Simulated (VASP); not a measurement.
Input of a VASP 6.6.1 run:

File INCAR:

```
SYSTEM = MgI2
PREC = Accurate
ENCUT = 520
EDIFF = 1E-7
ISMEAR = 0
SIGMA = 0.05
LREAL = .FALSE.
LASPH = .TRUE.
NELM = 100
ALGO = Normal
ISIF = 2
LWAVE = .FALSE.
LCHARG = .FALSE.
GGA = PE
IBRION = 2
NSW = 50
EDIFFG = -0.01
```

Contents of KPOINTS:

```
Automatic mesh
0
G
  6 6 4
  0 0 0
```

The input POSCAR:

```
MgI2
1.0
    4.2072027146      0.0000000000      0.0000000000
   -2.1036013573      3.6435444297      0.0000000000
    0.0000000000      0.0000000000      7.6031499370
Mg I
1 2
Direct
    0.0000000000      0.0000000000      0.0000000000
    0.3333333333      0.6666666667      0.7858667836
    0.6666666667      0.3333333333      0.2141332164
```

Potentials or basis: VASP PAW PBE potentials, release 64 (Mg, I).

Launch:

```bash
$ cat potpaw_PBE.64/Mg/POTCAR potpaw_PBE.64/I/POTCAR > POTCAR
$ mpirun -np 1 vasp_std > vasp.out
```

Task: What does it give for the energy gained by relaxing?

Result: 2.8 meV/atom.

Task: What does it give for the band gap on the k mesh?

Result: 3.61 eV (least direct gap 3.71 eV).

Stress tensor (GPa, compression positive):
```
0.01 0.00 0.00
0.00 0.01 0.00
0.00 0.00 0.11
```

Caveat: the cell differs from its parent crystal (engineering shear strain xz +0.0000, normal strain along z -0.0267); spin-orbit coupling is left out, which moves the levels of the heavy elements; this functional lacks dispersion, which binds layers or chains, so the pressure and a relaxed spacing across them are unreliable. A k mesh can miss the band edges.
